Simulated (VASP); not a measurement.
A run of VASP 6.6.1:

File INCAR:

```
  PREC = Accurate
  ENCUT = 520
  EDIFF = 1E-7
  ISMEAR = -1
  SIGMA = 0.05
  LREAL = False
  LASPH = True
  NELM = 100
  ALGO = Normal
  ISIF = 2
  LWAVE = False
  LCHARG = False
  GGA = PS
  NBANDS = 11
```

The input KPOINTS:

```
Automatic mesh
0
Gamma
  12 12 8
```

File POSCAR:

```
MgB2
1.0
    3.0677593167      0.0000000000      0.0000000000
   -1.5338796583      2.6567575009      0.0000000000
    0.0000000000      0.0000000000      3.4853583606
Mg B
1 2
Direct
    0.0000000000      0.0000000000      0.0000000000
    0.3333333333      0.6666666667      0.5000000000
    0.6666666667      0.3333333333      0.5000000000
```

Potentials or basis: VASP PAW PBE potentials, release 64 (Mg, B).

Command:

```console
$ cat potpaw_PBE.64/Mg/POTCAR potpaw_PBE.64/B/POTCAR > POTCAR
$ mpirun -np 1 vasp_std > vasp.out
```

Hardware: 1 thread of AMD EPYC 7R43 64-Core Processor (Zen 3), on a shared host.

**Question.** How long does it take, and how much memory?

**Answer.** Run time: 29 s on 1 thread of AMD EPYC 7R43 64-Core Processor (Zen 3), on a shared host, peak memory 0.12 GiB. Counts: scf iterations 13, k points 95.
